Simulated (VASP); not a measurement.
# Pb in VASP: notebook

Pb is run at these levels: PBE; tasks: single point.

Program: VASP 6.6.1. These are calculated values, not measurements. Logs are shortened: lines on timing, memory, paths and dates and some standing lists are left out, and cuts for length are marked.

### 1 The cell of the first run

The cell holds a slab with vacuum, 5 atoms: a = 3.563 Å, b = 5.039 Å, c = 23.127 Å, α = 90.00°, β = 90.00°, γ = 90.00°.

### 2 Single point, PBE

Contents of INCAR:

```
SYSTEM = Pb
ALGO = Normal
DIPOL = 0.5 0.5 0.500
EDIFF = 1E-6
ENCUT = 400
GGA = PE
GGA_COMPAT = .False.
IDIPOL = 3
ISIF = 2
ISMEAR = -1
LASPH = .True.
LCHARG = .False.
LDIPOL = .True.
LREAL = .False.
LWAVE = .False.
NBANDS = 43
NELM = 120
NELMDL = -8
PREC = Accurate
SIGMA = 0.1
```

Contents of KPOINTS:

```
k-points
0
Gamma
  12 8 1
  0 0 0
```

Contents of POSCAR:

```
Pb
1.0
    3.5634551253      0.0000000000      0.0000000000
    0.0000000000      5.0394865671      0.0000000000
    0.0000000000      0.0000000000     23.1269000000
Pb
5
Direct
    0.0000000000      0.0000000000      0.3566283126
    0.5000000000      0.5000000000      0.4218641746
    0.0000000000      0.0000000000      0.5000000013
    0.5000000000      0.5000000000      0.5781358269
    0.0000000000      0.0000000000      0.6433716846
```

Potentials or basis: VASP PAW PBE potentials, release 64 (Pb_d).

Started as:

```sh
> cat potpaw_PBE.64/Pb_d/POTCAR > POTCAR
> mpirun -np 1 vasp_std > vasp.out
```

OUTCAR:

```text
SYSTEM = Pb
   EDIFF = 1E-6
   ENCUT = 400
   GGA = PE
   ISIF = 2
   ISMEAR = -1
   LASPH = .True.
   LREAL = .False.
   NELM = 120
   NELMDL = -8
   PREC = Accurate

 ion  position               nearest neighbor table
   1  0.000  0.000  0.357-   3 3.32   2 3.44   2 3.44   2 3.44   2 3.44
   2  0.500  0.500  0.422-   1 3.44   1 3.44   1 3.44   1 3.44   3 3.58   3 3.58   3 3.58   3 3.58
                             4 3.61
   3  0.000  0.000  0.500-   5 3.32   1 3.32   4 3.58   4 3.58   4 3.58   4 3.58   2 3.58   2 3.58
                             2 3.58   2 3.58
   4  0.500  0.500  0.578-   5 3.44   5 3.44   5 3.44   5 3.44   3 3.58   3 3.58   3 3.58   3 3.58
                             2 3.61
   5  0.000  0.000  0.643-   3 3.32   4 3.44   4 3.44   4 3.44   4 3.44

  LATTYP: Found a simple orthorhombic cell.
 ALAT       =     3.5634551253
 B/A-ratio  =     1.4142135624
 C/A-ratio  =     6.4900213941

  Lattice vectors:

 A1 = (   3.5634551253,   0.0000000000,   0.0000000000)
 A2 = (   0.0000000000,   5.0394865671,   0.0000000000)
 A3 = (   0.0000000000,   0.0000000000,  23.1269000000)

Analysis of symmetry for initial positions (statically):
=====================================================================
 Subroutine PRICEL returns:
 Original cell was already a primitive cell.

 Routine SETGRP: Setting up the symmetry group for a
 simple orthorhombic supercell.

 Subroutine GETGRP returns: Found  8 space group operations
 (whereof  8 operations were pure point group operations)
 out of a pool of  8 trial point group operations.

The static configuration has the point symmetry D_2h.

Analysis of symmetry for dynamics (positions and initial velocities):
=====================================================================
 Subroutine PRICEL returns:
 Original cell was already a primitive cell.

 Routine SETGRP: Setting up the symmetry group for a
 simple orthorhombic supercell.

 Subroutine GETGRP returns: Found  8 space group operations
 (whereof  8 operations were pure point group operations)
 out of a pool of  8 trial point group operations.

The dynamic configuration has the point symmetry D_2h.

 Subroutine INISYM returns: Found  8 space group operations
 (whereof  8 operations are pure point group operations),
 and found     1 'primitive' translations

----------------------------------------------------------------------------------------

                                     Primitive cell

  volume of cell :     415.3125

  direct lattice vectors                    reciprocal lattice vectors
     3.563455125  0.000000000  0.000000000     0.280626517  0.000000000  0.000000000
     0.000000000  5.039486567  0.000000000     0.000000000  0.198432913  0.000000000
     0.000000000  0.000000000 23.126900000     0.000000000  0.000000000  0.043239691

  length of vectors
     3.563455125  5.039486567 23.126900000     0.280626517  0.198432913  0.043239691

  position of ions in fractional coordinates (direct lattice)
     0.000000000  0.000000000  0.356628313
     0.500000000  0.500000000  0.421864175
     0.000000000  0.000000000  0.500000001
     0.500000000  0.500000000  0.578135827
     0.000000000  0.000000000  0.643371685

  ion indices of the primitive-cell ions
   primitive index   ion index
                 1           1
                 2           2
                 3           3
                 4           4
                 5           5

----------------------------------------------------------------------------------------

 KPOINTS: k-points

Automatic generation of k-mesh.
 Grid dimensions read from file:
 generate k-points for:   12    8    1

 Generating k-lattice:

  Cartesian coordinates                     Fractional coordinates (reciprocal lattice)
     0.023385543  0.000000000  0.000000000     0.083333333  0.000000000  0.000000000
     0.000000000  0.024804114  0.000000000     0.000000000  0.125000000  0.000000000
     0.000000000  0.000000000  0.043239691     0.000000000  0.000000000  1.000000000

  Length of vectors
     0.023385543  0.024804114  0.043239691

  Shift w.r.t. Gamma in fractional coordinates (k-lattice)
     0.000000000  0.000000000  0.000000000

 Subroutine IBZKPT returns following result:
 ===========================================

 Found     35 irreducible k-points:

 Following reciprocal coordinates:
            Coordinates               Weight
  0.000000  0.000000  0.000000      1.000000
  0.083333  0.000000  0.000000      2.000000
  0.166667  0.000000  0.000000      2.000000
  0.250000  0.000000  0.000000      2.000000
  0.333333  0.000000  0.000000      2.000000
  0.416667  0.000000  0.000000      2.000000
[... 16 lines left out ...]
  0.083333  0.375000  0.000000      4.000000
  0.166667  0.375000  0.000000      4.000000
 [... further k-points ...]
   k-points           NKPTS =     35   k-points in BZ     NKDIM =     35   number of bands    NBANDS=     43
   number of dos      NEDOS =    301   number of ions     NIONS =      5
   total plane-waves  NPLWV = 138240
   dimension x,y,z NGX =    24 NGY =   36 NGZ =  160
   dimension x,y,z NGXF=    48 NGYF=   72 NGZF=  320
   ions per type =               5
   NGX,Y,Z   is equivalent  to a cutoff of  11.20, 11.88, 11.50 a.u.
   NGXF,Y,Z  is equivalent  to a cutoff of  22.39, 23.75, 23.00 a.u.
 SYSTEM =  Pb
   PREC   = accura    normal or accurate (medium, high low for compatibility)
   ISTART =      0    job   : 0-new  1-cont  2-samecut
   ICHARG =      2    charge: 1-file 2-atom 10-const
   ISPIN  =      1    spin polarized calculation?
   LNONCOLLINEAR =      F non collinear calculations
   LSORBIT =      F    spin-orbit coupling
   LASPH  =      T    aspherical Exc in radial PAW
   ENCUT  =  400.0 eV  29.40 Ry    5.42 a.u.   5.81  8.22 37.71*2*pi/ulx,y,z
   NELM   =    120;   NELMIN=  2; NELMDL= -8     # of ELM steps
   EDIFF  = 0.1E-05   stopping-criterion for ELM
   LREAL  =      F    real-space projection
   EDIFFG = 0.1E-04   stopping-criterion for IOM
   NSW    =      0    number of steps for IOM
   IBRION =     -1    ionic relax: 0-MD 1-quasi-New 2-CG
   NFREE  =      0    steps in history (QN), initial steepest desc. (CG)
   ISIF   =      2    stress and relaxation
   ISYM   =      2    0-nonsym 1-usesym 2-fastsym
   POTIM  = 0.5000    time-step for ionic-motion
   TEBEG  =    0.0;   TEEND  =   0.0 temperature during run
   PSTRESS=    0.0 pullay stress
   NELECT =      70.0000    total number of electrons
   NUPDOWN=      -1.0000    fix difference up-down
   EMIN   =  10.00;   EMAX   =-10.00  energy-range for DOS
   EFERMI =   0.00;   METHOD = LEGACY
   ISMEAR =    -1;   SIGMA  =   0.10  broadening in eV -4-tet -1-fermi 0-gaus
   EFERMI_NEDOS =   21; number of points for ismear=-14 and -15
   IALGO  =     38    algorithm
   IMIX   =      4    mixing-type and parameters
     AMIX     =   0.40;   BMIX     =  1.00
     AMIX_MAG =   1.60;   BMIX_MAG =  1.00
  volume/ion in A,a.u.               =      83.06       560.53
  Fermi-wavevector in a.u.,A,eV,Ry     =   0.904307  1.708892 11.126449  0.817771
  Thomas-Fermi vector in A             =   2.027738
   LORBIT       =      0    0 simple, 1 ext, 2 COOP (PROOUT), +10 PAW based schemes
   GGA     = PE    functional components
   LHFCALC =     F    Hartree Fock is set to
   AEXX    =    0.0000 exact exchange contribution
   IVDW    =     0    specifies the selected vdW correction
   LEPSILON=     F    determine dielectric tensor
   LRPA    =     F    only Hartree local field effects (RPA)
 non-spin polarized calculation
  energy-cutoff  :      400.00
  volume of cell :      415.31
 maximum number of plane-waves:      7594
 NGX is ok and might be reduce to    24
   NGX = 11   NGY = 17   NGZ = 75

 dipolmoment           0.000000      0.000000      0.000000 electrons x Angstroem

 number of electron      69.9999986 magnetization

 dipolmoment           0.000000      0.000000     -0.000000 electrons x Angstroem

 Free energy of the ion-electron system (eV)
  ---------------------------------------------------
  ext. energy  EPLUGINS =         0.00000000
  ---------------------------------------------------
  free energy    TOTEN  =       -17.13464439 eV

  energy without entropy =      -17.04139398  energy(sigma->0) =      -17.08801918

 E-fermi :   0.3303     XC(G=0):  -4.4576

 val. band max:        0.3088387392   @ k =   0.4167   0.1250   0.0000
 cond. band min:       0.3447566586   @ k =   0.1667   0.1250   0.0000
 fundamental gap:      0.0359179194
 Fermi energy:         0.3302510159

 k-point     1 :       0.0000    0.0000    0.0000
  band No.  band energies     occupation
      1     -16.8587      2.00000
      2     -16.7890      2.00000
      3     -16.7632      2.00000
      4     -16.7321      2.00000
      5     -16.7108      2.00000
      6     -16.7019      2.00000
[... 35 lines left out ...]
     42       3.8023      0.00000
     43       4.4845      0.00000

 k-point     2 :       0.0833    0.0000    0.0000
  band No.  band energies     occupation
      1     -16.8491      2.00000
      2     -16.7743      2.00000
      3     -16.7552      2.00000
      4     -16.7260      2.00000
      5     -16.7212      2.00000
      6     -16.7198      2.00000
[... 35 lines left out ...]
     42       3.8294      0.00000
     43       4.5570      0.00000

 k-point     3 :       0.1667    0.0000    0.0000
  band No.  band energies     occupation
      1     -16.8276      2.00000
      2     -16.7572      2.00000
      3     -16.7396      2.00000
      4     -16.7362      2.00000
      5     -16.7305      2.00000
      6     -16.7069      2.00000
[... 919 lines left out ...]
      6     -16.7119      2.00000
[... 35 lines left out ...]
     42       4.5697      0.00000
     43       4.6454      0.00000

 k-point    24 :       0.1667    0.3750    0.0000
  band No.  band energies     occupation
      1     -16.8201      2.00000
      2     -16.7524      2.00000
      3     -16.7367      2.00000
      4     -16.7203      2.00000
      5     -16.7085      2.00000
      6     -16.7027      2.00000
[... 35 lines left out ...]
     42       3.9671      0.00000
     43       4.3876      0.00000

 [... further k-points ...]

------------------------ aborting loop because EDIFF is reached ----------------------------------------

 vacuum level on the upper side and lower side of the slab       (xc-potential included)        -0.138        -0.138

  FORCE on cell =-STRESS in cart. coord.  units (eV):
  Direction    XX          YY          ZZ          XY          YZ          ZX
  --------------------------------------------------------------------------------------
  -------------------------------------------------------------------------------------
  Total       -1.0705504     -0.1343811     -0.1099739     -0.0000000      0.0000000      0.0000000
  in kB       -4.1299300     -0.5184105     -0.4242532     -0.0000000      0.0000000      0.0000000
  external PRESSURE =      -1.6908646 kB  Pullay stress =       0.0000000 kB

 VOLUME and BASIS-vectors are now :
 -----------------------------------------------------------------------------
  energy-cutoff  :      400.00
  volume of cell :      415.31
      direct lattice vectors                 reciprocal lattice vectors
     3.563455125  0.000000000  0.000000000     0.280626517  0.000000000  0.000000000
     0.000000000  5.039486567  0.000000000     0.000000000  0.198432913  0.000000000
     0.000000000  0.000000000 23.126900000     0.000000000  0.000000000  0.043239691

 POSITION                                       TOTAL-FORCE (eV/Angst)
 -----------------------------------------------------------------------------------
      0.00000      0.00000      8.24771         0.000000      0.000000      0.002661
      1.78173      2.51974      9.75641         0.000000      0.000000      0.000416
      0.00000      0.00000     11.56345         0.000000      0.000000      0.000000
      1.78173      2.51974     13.37049         0.000000      0.000000     -0.000416
      0.00000      0.00000     14.87919         0.000000      0.000000     -0.002661
 -----------------------------------------------------------------------------------
    total drift:                                0.000000      0.000000     -0.000006

  FREE ENERGIE OF THE ION-ELECTRON SYSTEM (eV)
  ---------------------------------------------------
  free  energy   TOTEN  =       -17.1346443896 eV

  energy  without entropy=      -17.0413939760  energy(sigma->0) =      -17.08801918

 vacuum level on the upper side and lower side of the slab         3.892         3.892
```

Run time: 5.9 min. Hardware: 1 thread of Intel Xeon 6975P-C (Granite Rapids), shared host; peak memory 0.52 GiB.

Results:

- Free energy: -17.1346 eV
- Band gap on the k mesh: zero (bands 35 and 36 overlap by 2.24 eV)

Forces on the atoms (eV/Å):
```
Pb   0.000  0.000  0.003
Pb   0.000  0.000  0.000
Pb   0.000  0.000  0.000
Pb   0.000  0.000  0.000
Pb   0.000  0.000 -0.003
```

Caveat: spin-orbit coupling is left out, which moves the levels of the heavy elements.

### 3 Single point, PBE

Contents of INCAR:

```
SYSTEM = Pb
PREC = Accurate ; ENCUT = 400
EDIFF = 1E-6 ; ISMEAR = -1
SIGMA = 0.1 ; LREAL = .False.
LASPH = .True. ; NELM = 120
ALGO = Normal ; ISIF = 2
LWAVE = .False. ; LCHARG = .True.
LDIPOL = .True. ; IDIPOL = 3
DIPOL = 0.5 0.5 0.500 ; GGA = PE
LELF = .True. ; LVHAR = .True.
LVACPOTAV = .True. ; NBANDS = 43
EFIELD = -0.5 ; GGA_COMPAT = .False.
NELMDL = -8
```

Contents of KPOINTS:

```
Automatic mesh
0
Gamma
  12 8 1
  0 0 0
```

POSCAR is that of step 2.

Potentials or basis: VASP PAW PBE potentials, release 64 (Pb_d).

Started as:

```sh
> cat potpaw_PBE.64/Pb_d/POTCAR > POTCAR
> mpirun -np 1 vasp_std > vasp.out
```

It took 7.2 min on 1 thread of Intel Xeon 6975P-C (Granite Rapids), shared host; peak memory 0.51 GiB.

Results (log left out):

```
Free energy            : -17.2551 eV
Largest force          : 0.035 eV/Å
Band gap on the k mesh : zero (bands 35 and 36 overlap by 2.23 eV)
```

Forces on the atoms (eV/Å):
```
Pb   0.000  0.000  0.011
Pb   0.000  0.000 -0.008
Pb   0.000  0.000 -0.029
Pb   0.000  0.000 -0.009
Pb   0.000  0.000  0.035
```

Levels at points of the mesh, in eV from the Fermi level:
```csv
k point,band 33,band 34,band 35,band 36,band 37,band 38
"(0.00, 0.00, 0.00)",-1.61,-0.68,0.40,0.68,1.20,1.78
"(0.50, 0.00, 0.00)",-1.33,-1.12,-1.07,0.58,0.75,1.19
"(0.00, 0.50, 0.00)",-0.94,-0.54,1.31,2.44,3.11,3.12
"(0.50, 0.50, 0.00)",-2.71,-2.57,-1.17,-0.62,-0.14,0.60
```

Caveat: spin-orbit coupling is left out, which moves the levels of the heavy elements.

The gap in the log of VASP goes by the Fermi energy; the results here count the filled bands.